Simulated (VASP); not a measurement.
Here is a VASP 6.6.1 calculation.

INCAR

```
SYSTEM = Sc4Nb3C
  ALGO = Normal
  EDIFF = 1E-6
  ENCUT = 520
  GGA = PE
  ISIF = 2
  ISMEAR = 0
  LASPH = .True.
  LCHARG = .False.
  LREAL = .False.
  LWAVE = .False.
  NBANDS = 54
  NELM = 100
  PREC = Accurate
  SIGMA = 0.1
```

The input KPOINTS:

```
k-points
0
Gamma
  4 4 4
  0 0 0
```

File POSCAR:

```
Sc4Nb3C
1.0
    5.3386445414      0.0000000000      0.0000000000
    0.0000000000      5.3386445414      0.0000000000
    0.0000000000      0.0000000000      5.3386445414
Sc Nb C
4 3 1
Direct
    0.2350000000      0.2350000000      0.2350000000
    0.2350000000      0.7650000000      0.7650000000
    0.7650000000      0.7650000000      0.2350000000
    0.7650000000      0.2350000000      0.7650000000
    0.5000000000      0.0000000000      0.0000000000
    0.0000000000      0.5000000000      0.0000000000
    0.0000000000      0.0000000000      0.5000000000
    0.0000000000      0.0000000000      0.0000000000
```

Potentials or basis: VASP PAW PBE potentials, release 64 (Sc_sv, Nb_sv, C).

Launch:

```console
$ cat potpaw_PBE.64/Sc_sv/POTCAR potpaw_PBE.64/Nb_sv/POTCAR potpaw_PBE.64/C/POTCAR > POTCAR
$ mpirun -np 1 vasp_std > vasp.out
```

Problem. Predict the band gap on the k mesh.

Solution. Zero (an odd number of electrons rules out a gap without spin polarisation).

Problem. Estimate the largest force.

Solution. 4.308 eV/Å.

Problem. Estimate the pressure.

Solution. 25.4 GPa.

Forces in eV/Å, atoms in the order of the input:
```
Sc   2.487  2.487  2.487
Sc   2.487 -2.487 -2.487
Sc  -2.487 -2.487  2.487
Sc  -2.487  2.487 -2.487
Nb   0.000  0.000  0.000
Nb   0.000  0.000  0.000
Nb   0.000  0.000  0.000
C    0.000  0.000  0.000
```

Caveat: the cell stands under pressure; forces of over 1 eV/Å act on the atoms, so gaps and moduli don't describe the material at rest.
